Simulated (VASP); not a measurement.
Cd:

```xyz
2
Lattice="3.0007 0.0000 0.0000 -1.5004 2.5987 0.0000 0.0000 0.0000 5.9262" Properties=species:S:1:pos:R:3 pbc="T T T"
Cd    0.0000    1.7325    1.4815
Cd    1.5004    0.8662    4.4446
```

Base run:

* Program: VASP 6.6.1
* Functional: PBE
* Potentials or basis: VASP PAW PBE potentials, release 64 (Cd)
* Cutoff: 520 eV
* k mesh: 10 × 10 × 5
* Occupations: fermi-dirac, width 0.1 eV
* Spin: no spin polarisation

Its results: band gap on the k mesh zero (bands 12 and 13 overlap by 4.12 eV); pressure 0.3 GPa.

The run is repeated on the same cell with these changes: k mesh from 10 × 10 × 5 to 2 × 2 × 1. What comes out?

Band gap on the k mesh zero (bands 12 and 13 overlap by 1.23 eV); pressure 3.7 GPa.

Caveats: some runs use coarse meshes.
